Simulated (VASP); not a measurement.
Here is a VASP 6.6.1 calculation.

INCAR

```
SYSTEM = Al
PREC = Accurate
ENCUT = 520
EDIFF = 1E-6
ISMEAR = -1
SIGMA = 0.1
LREAL = .False.
LASPH = .True.
NELM = 100
ALGO = Normal
ISIF = 2
LWAVE = .False.
LCHARG = .False.
GGA = CA
NBANDS = 8
```

File KPOINTS:

```
regular mesh
0
Gamma
  11 11 11
  0 0 0
```

Contents of POSCAR:

```
Al
1.0
   -1.5945318829      1.5945318829      1.5945318829
    1.5945318829     -1.5945318829      1.5945318829
    1.5945318829      1.5945318829     -1.5945318829
Al
1
Direct
    0.0000000000      0.0000000000      0.0000000000
```

Potentials or basis: VASP PAW LDA potentials, release 64 (Al).

Launch:

```sh
$ cat potpaw_LDA.64/Al/POTCAR > POTCAR
$ mpirun -np 1 vasp_std > vasp.out
```

(1) Estimate the pressure.

## Answers

(1) 0.0 GPa.
